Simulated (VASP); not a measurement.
# WSe2 (P6_3/mmc) in VASP: a series of runs, part 2 of 2

VASP 6.6.1. Earlier steps stand in the parts before.

## (4) Single point, LDA

This run uses another cell than the first one, of 19.55 Å³/atom.

Input file INCAR:

```
  PREC = Accurate
  ENCUT = 520
  EDIFF = 1E-7
  ISMEAR = -1
  SIGMA = 0.1
  LREAL = False
  LASPH = True
  NELM = 60
  ALGO = Normal
  ISIF = 2
  LWAVE = False
  LCHARG = True
  LELF = True
  LVHAR = True
  NBANDS = 35
```

Input file KPOINTS:

```
Automatic mesh
0
Gamma
  8 8 2
```

Input file POSCAR:

```
WSe2
1.0
    3.2497691157      0.0000000000      0.0000000000
   -1.6248845578      2.8143826106      0.0000000000
    0.0000000000      0.0000000000     12.8218719395
W Se
2 4
Direct
    0.3333333333      0.6666666667      0.2500000000
    0.6666666667      0.3333333333      0.7500000000
    0.3333333333      0.6666666667      0.6199982483
    0.6666666667      0.3333333333      0.1199982483
    0.3333333333      0.6666666667      0.8800017517
    0.6666666667      0.3333333333      0.3800017517
```

Potentials or basis: VASP PAW LDA potentials, release 64 (W_sv, Se).

Run with:

```sh
$ cat potpaw_LDA.64/W_sv/POTCAR potpaw_LDA.64/Se/POTCAR > POTCAR
$ mpirun -np 1 vasp_std > vasp.out
```

OUTCAR:

```text
PREC = Accurate
   ENCUT = 520
   EDIFF = 1E-7
   ISMEAR = -1
   LREAL = False
   LASPH = True
   NELM = 60
   ISIF = 2

 ion  position               nearest neighbor table
   1  0.333  0.667  0.250-   4 2.51   6 2.51   4 2.51   6 2.51   4 2.51   6 2.51
   2  0.667  0.333  0.750-   3 2.51   5 2.51   3 2.51   5 2.51   3 2.51   5 2.51
   3  0.333  0.667  0.620-   2 2.51   2 2.51   2 2.51
   4  0.667  0.333  0.120-   1 2.51   1 2.51   1 2.51
   5  0.333  0.667  0.880-   2 2.51   2 2.51   2 2.51
   6  0.667  0.333  0.380-   1 2.51   1 2.51   1 2.51

  LATTYP: Found a hexagonal cell.
 ALAT       =     3.2497691157
 C/A-ratio  =     3.9454716575
[... 957 lines left out ...]
  -------------------------------------------------------------------------------------
  Total        0.5310168      0.5310168      0.6719851      0.0000000      0.0000000      0.0000000
  in kB        7.2549053      7.2549053      9.1808555      0.0000000      0.0000000      0.0000000
  external PRESSURE =       7.8968887 kB  Pullay stress =       0.0000000 kB

 VOLUME and BASIS-vectors are now :
 -----------------------------------------------------------------------------
  energy-cutoff  :      520.00
  volume of cell :      117.27
      direct lattice vectors                 reciprocal lattice vectors
     3.249769116  0.000000000  0.000000000     0.307714168  0.177658858  0.000000000
    -1.624884558  2.814382611  0.000000000     0.000000000  0.355317716  0.000000000
     0.000000000  0.000000000 12.821871939     0.000000000  0.000000000  0.077991732

 POSITION                                       TOTAL-FORCE (eV/Angst)
 -----------------------------------------------------------------------------------
     -0.00000      1.87626      3.20547        -0.000000      0.000000      0.000000
      1.62488      0.93813      9.61640         0.000000     -0.000000      0.000000
     -0.00000      1.87626      7.94954        -0.000000      0.000000     -0.101524
      1.62488      0.93813      1.53860         0.000000     -0.000000     -0.101524
     -0.00000      1.87626     11.28327        -0.000000      0.000000      0.101524
      1.62488      0.93813      4.87233         0.000000      0.000000      0.101524
 -----------------------------------------------------------------------------------
    total drift:                               -0.000000      0.000000     -0.000000

  FREE ENERGIE OF THE ION-ELECTRON SYSTEM (eV)
  ---------------------------------------------------
  free  energy   TOTEN  =       -48.4906719287 eV

  energy  without entropy=      -48.4899741553  energy(sigma->0) =      -48.49032304
```

OSZICAR:

```text
N       E                     dE             d eps       ncg     rms          rms(c)
DAV:   1     0.502963997748E+03    0.50296E+03   -0.27800E+04  1552   0.146E+03
DAV:   2    -0.175656921849E+02   -0.52053E+03   -0.50122E+03  1592   0.398E+02
DAV:   3    -0.496997572447E+02   -0.32134E+02   -0.31585E+02  1746   0.925E+01
DAV:   4    -0.504112661246E+02   -0.71151E+00   -0.70742E+00  1647   0.139E+01
DAV:   5    -0.504202885116E+02   -0.90224E-02   -0.90117E-02  1707   0.169E+00    0.319E+01
DAV:   6    -0.488965704780E+02    0.15237E+01   -0.53123E+00  1557   0.151E+01    0.115E+01
DAV:   7    -0.486796632245E+02    0.21691E+00   -0.26574E+00  1465   0.785E+00    0.578E+00
DAV:   8    -0.484921851968E+02    0.18748E+00   -0.39414E-01  1559   0.421E+00    0.135E+00
DAV:   9    -0.484927066480E+02   -0.52145E-03   -0.57515E-02  1638   0.112E+00    0.864E-01
DAV:  10    -0.484907710539E+02    0.19356E-02   -0.12474E-02  1520   0.753E-01    0.168E-01
DAV:  11    -0.484907298344E+02    0.41220E-04   -0.15054E-03  1549   0.247E-01    0.178E-01
DAV:  12    -0.484906876829E+02    0.42151E-04   -0.49943E-05  1608   0.461E-02    0.114E-01
DAV:  13    -0.484906718125E+02    0.15870E-04   -0.75812E-05  1556   0.531E-02    0.573E-03
DAV:  14    -0.484906720001E+02   -0.18764E-06   -0.37408E-06  1715   0.105E-02    0.766E-03
DAV:  15    -0.484906719287E+02    0.71414E-07   -0.17822E-07  1046   0.230E-03
   1 F= -.48490672E+02 E0= -.48490323E+02  d E =-.697773E-03
```

Run time: 65 s. Hardware: 1 thread of Intel Xeon Platinum 8259CL at 2.50GHz (Skylake/Cascade Lake), shared host; peak memory 0.23 GiB.

Results:

| Property | Result |
| --- | --- |
| Free energy | -48.4907 eV |
| Pressure | 0.8 GPa |
| Largest force | 0.102 eV/Å |
| Band gap on the k mesh | 0.99 eV (least direct gap 1.97 eV) |

Forces in eV/Å, atoms in the order of the input:
```
W    0.000  0.000  0.000
W    0.000  0.000  0.000
Se   0.000  0.000 -0.102
Se   0.000  0.000 -0.102
Se   0.000  0.000  0.102
Se   0.000  0.000  0.102
```

Stress tensor (GPa, compression positive):
```
0.73 0.00 0.00
0.00 0.73 0.00
0.00 0.00 0.92
```

Levels at points of the mesh, in eV from the valence-band top:
```tsv
k point	band 24	band 25	band 26	band 27	band 28	band 29
(0.00, 0.00, 0.00)	-1.28	-1.01	0.00	2.72	2.72	2.78
(0.50, 0.00, 0.00)	-1.32	-1.32	-1.03	2.20	2.24	2.30
(0.00, 0.00, 0.50)	-1.53	-0.23	-0.23	2.73	2.73	2.73
(0.50, 0.00, 0.50)	-1.38	-1.17	-1.17	2.22	2.22	2.56
```

Caveat: spin-orbit coupling is left out, which moves the levels of the heavy elements.

## (5) Relaxation of cell and atoms, LDA

This run uses another cell than the first one, of 20.26 Å³/atom.

Input file INCAR:

```
SYSTEM = WSe2
ALGO     = Normal         ! electronic algorithm
EDIFF    = 1E-7           ! SCF threshold, eV
EDIFFG   = -0.05          ! ionic threshold
ENCUT    = 600            ! plane-wave cutoff, eV
GGA      = CA             ! functional
IBRION   = 2              ! ionic algorithm
ISIF     = 3              ! what is computed and relaxed
ISMEAR   = 0              ! smearing method
LASPH    = .TRUE.         ! aspherical terms in the spheres
LCHARG   = .FALSE.        ! write CHGCAR
LREAL    = .FALSE.        ! projectors in reciprocal space
LWAVE    = .FALSE.        ! write WAVECAR
NELM     = 80             ! most SCF steps
NSW      = 100            ! ionic steps
PREC     = Accurate       ! precision mode
SIGMA    = 0.01           ! smearing width, eV
```

Input file KPOINTS:

```
k-points
0
G
  6 6 2
  0 0 0
```

Input file POSCAR:

```
WSe2
1.0
    3.2900000000      0.0000000000      0.0000000000
   -1.6450000000      2.8492235785      0.0000000000
    0.0000000000      0.0000000000     12.9700000000
W Se
2 4
Direct
    0.3333333333      0.6666666667      0.2500000000
    0.6666666667      0.3333333333      0.7500000000
    0.3333333333      0.6666666667      0.6210000000
    0.6666666667      0.3333333333      0.1210000000
    0.3333333333      0.6666666667      0.8790000000
    0.6666666667      0.3333333333      0.3790000000
```

Run with:

```sh
$ cat potpaw_LDA.64/W_sv/POTCAR potpaw_LDA.64/Se/POTCAR > POTCAR
$ mpirun -np 1 vasp_std > vasp.out
```

It took 4.2 min on 1 thread of Intel Xeon Platinum 8259CL at 2.50GHz (Skylake/Cascade Lake), shared host; peak memory 0.26 GiB.

It converged, with:

* Free energy: -48.4896 eV
* Relaxed volume: 19.78 Å³/atom
* Relaxed cell: a = 3.255 Å, b = 3.255 Å, c = 12.935 Å, α = 90.00°, β = 90.00°, γ = 120.00°
* Space group after relaxing (to 0.1 Å): P6_3/mmc (No. 194)
* Energy gained by relaxing: 5.2 meV/atom
* Ionic steps: 5
* Pressure after relaxing: 0.0 GPa
* Largest force after relaxing: 0.033 eV/Å
* Band gap on the k mesh: 0.92 eV (least direct gap 1.62 eV)

Forces on the atoms (eV/Å):
```
W    0.000  0.000  0.000
W    0.000  0.000  0.000
Se   0.000  0.000 -0.033
Se   0.000  0.000 -0.033
Se   0.000  0.000  0.033
Se   0.000  0.000  0.033
```

Stress tensor (GPa, compression positive):
```
 0.04  0.00  0.00
 0.00  0.04  0.00
 0.00  0.00 -0.14
```

The path:
```
step  energy change (eV)  largest force (eV/Å)  pressure (GPa)  volume (Å³)
   1              0.0000                0.2587           -3.28       121.58
   2              0.0943                1.0289            7.45       114.42
   3             -0.0273                0.1280           -0.14       119.21
   4             -0.0273                0.1362           -0.08       119.17
   5             -0.0311                0.0331           -0.02       118.65
```

Final structure:
```
W Se
1.0
     3.25454    0.00000    0.00000
    -1.62727    2.81851    0.00000
     0.00000    0.00000   12.93510
W Se
2 4
Direct
  0.33333 0.66667 0.25000
  0.66667 0.33333 0.75000
  0.33333 0.66667 0.62092
  0.66667 0.33333 0.12092
  0.33333 0.66667 0.87908
  0.66667 0.33333 0.37908
```

Levels at points of the mesh, in eV from the valence-band top:
```csv
k point,band 24,band 25,band 26,band 27,band 28,band 29
"(0.00, 0.00, 0.00)",-1.23,-1.06,0.00,2.75,2.75,2.80
"(0.50, 0.00, 0.00)",-1.28,-1.26,-1.00,2.23,2.27,2.33
"(0.00, 0.00, 0.50)",-1.48,-0.23,-0.23,2.76,2.76,2.76
"(0.50, 0.00, 0.50)",-1.34,-1.13,-1.13,2.24,2.24,2.58
```

Caveat: spin-orbit coupling is left out, which moves the levels of the heavy elements; the relaxation stopped at a loose force limit of 0.05 eV/Å, so its end isn't a converged minimum.

## (6) Relaxation of cell and atoms, LDA

This run uses another cell than the first one, of 20.26 Å³/atom.

Input file INCAR:

```
SYSTEM = WSe2
PREC = Accurate
ENCUT = 600
EDIFF = 1E-6
ISMEAR = -1
SIGMA = 0.1
LREAL = .FALSE.
LASPH = .TRUE.
NELM = 60
ALGO = Normal
ISIF = 3
LWAVE = .FALSE.
LCHARG = .FALSE.
GGA = CA
IBRION = 2
NSW = 100
EDIFFG = -0.002
```

Input file KPOINTS:

```
regular mesh
0
G
  8 8 2
  0 0 0
```

POSCAR is that of step 5.

Potentials or basis: VASP PAW LDA potentials, release 64 (W_sv, Se).

Run with:

```sh
$ cat potpaw_LDA.64/W_sv/POTCAR potpaw_LDA.64/Se/POTCAR > POTCAR
$ mpirun -np 1 vasp_std > vasp.out
```

Wall time 14 min (1 thread of Intel Xeon Platinum 8259CL at 2.50GHz (Skylake/Cascade Lake), shared host); peak memory 0.28 GiB.

Results (log left out):

```
Free energy                           : -48.4933 eV
Relaxed volume                        : 19.62 Å³/atom
Relaxed cell                          : a = 3.255 Å, b = 3.255 Å, c = 12.827 Å, α = 90.00°, β = 90.00°, γ = 120.00°
Space group after relaxing (to 0.1 Å) : P6_3/mmc (No. 194)
Energy gained by relaxing             : 5.4 meV/atom
Ionic steps                           : 17
Pressure after relaxing               : 0.0 GPa
Band gap on the k mesh                : 0.99 eV (least direct gap 1.96 eV)
```

Step by step:
| step | energy change (eV) | largest force (eV/Å) | pressure (GPa) | volume (Å³) |
| --- | --- | --- | --- | --- |
| 1 | 0.0000 | 0.2612 | -3.28 | 121.58 |
| 2 | 0.0949 | 1.0282 | 7.48 | 114.42 |
| 3 | -0.0273 | 0.1247 | -0.14 | 119.22 |
| 4 | -0.0273 | 0.1331 | -0.08 | 119.17 |
| 5 | -0.0311 | 0.0318 | -0.03 | 118.67 |
| 6 | -0.0311 | 0.0281 | -0.03 | 118.65 |
| 7 | -0.0313 | 0.0214 | -0.04 | 118.58 |
| 8 | -0.0318 | 0.0034 | -0.12 | 118.39 |
| 9 | -0.0322 | 0.0323 | -0.29 | 118.00 |
| 10 | -0.0322 | 0.0254 | -0.23 | 117.91 |
| 11 | -0.0323 | 0.0040 | -0.03 | 117.69 |
| 12 | -0.0323 | 0.0046 | -0.03 | 117.69 |
| 13 | -0.0323 | 0.0138 | -0.12 | 117.80 |
| 14 | -0.0323 | 0.0071 | -0.06 | 117.71 |
| 15 | -0.0323 | 0.0056 | -0.07 | 117.70 |
| 16 | -0.0324 | 0.0040 | -0.04 | 117.70 |
| 17 | -0.0324 | 0.0004 | 0.00 | 117.71 |

Final structure:
```
CELL_PARAMETERS angstrom
3.25514 0.00000 0.00000
-1.62757 2.81904 0.00000
0.00000 0.00000 12.82735
ATOMIC_POSITIONS crystal
W 0.33333 0.66667 0.25000
W 0.66667 0.33333 0.75000
Se 0.33333 0.66667 0.61978
Se 0.66667 0.33333 0.11978
Se 0.33333 0.66667 0.88022
Se 0.66667 0.33333 0.38022
```

Levels at points of the mesh, in eV from the valence-band top:
```tsv
k point	band 24	band 25	band 26	band 27	band 28	band 29
(0.00, 0.00, 0.00)	-1.26	-1.00	0.00	2.71	2.71	2.77
(0.50, 0.00, 0.00)	-1.31	-1.31	-1.03	2.19	2.23	2.29
(0.00, 0.00, 0.50)	-1.52	-0.22	-0.22	2.71	2.71	2.71
(0.50, 0.00, 0.50)	-1.37	-1.17	-1.17	2.21	2.21	2.55
```

Caveat: spin-orbit coupling is left out, which moves the levels of the heavy elements.

## (7) The runs side by side

| task | cell | k mesh | cutoff (eV) | smearing | gap on the mesh (eV) | pressure (GPa) | relaxed volume (Å³/atom) | largest force (eV/Å) |
| --- | --- | --- | --- | --- | --- | --- | --- | --- |
| single point | a = 3.233, b = 3.233, c = 12.757 Å, angles 90.0, 90.0, 120.0°, 6 atoms, atomic positions A | 6 × 6 × 2 | 520 | gaussian 0.01 eV | 0.85 | 1.9 | - | 0.10 |
| single point | a = 3.250, b = 3.250, c = 12.816 Å, angles 90.0, 90.0, 120.0°, 6 atoms, atomic positions B | 6 × 6 × 2 | 520 | gaussian 0.01 eV | 0.87 | 0.8 | - | 0.10 |
| single point | a = 3.250, b = 3.250, c = 12.822 Å, angles 90.0, 90.0, 120.0°, 6 atoms, atomic positions C | 8 × 8 × 2 | 520 | fermi-dirac 0.1 eV | 0.99 | 0.8 | - | 0.10 |
| relaxation of cell and atoms | relaxed from a = 3.290, b = 3.290, c = 12.970 Å, angles 90.0, 90.0, 120.0°, 6 atoms, atomic positions D | 6 × 6 × 2 | 600 | gaussian 0.01 eV | 0.92 | 0.0 | 19.78 | 0.03 |
| relaxation of cell and atoms | relaxed from a = 3.290, b = 3.290, c = 12.970 Å, angles 90.0, 90.0, 120.0°, 6 atoms, atomic positions D | 8 × 8 × 2 | 600 | fermi-dirac 0.1 eV | 0.99 | 0.0 | 19.62 | - |

Alike in all rows: level LDA; potentials or basis VASP PAW LDA potentials, release 64 (W_sv, Se); no spin polarisation.

Caveats: spin-orbit coupling is left out, which moves the levels of the heavy elements; the relaxation stopped at a loose force limit of 0.05 eV/Å, so its end isn't a converged minimum (at least some runs).

Absolute energies hang on the potentials; compare differences alone.

## (8) How close it comes

Step 3. A measured gap of WSe2 is 1.3 eV (indirect; “Time-resolved XUV ARPES with tunable 24–33 eV laser pulses at 30 meV resolution”, 2019, pmc:6684652); the calculated 0.87 eV misses it by -0.43 eV. Spin-orbit coupling on Se, W is left out. The value is that of LDA on a finite k mesh, which can miss the band edges, without temperature or zero-point motion. Semilocal functionals fall short of measured gaps as a rule.
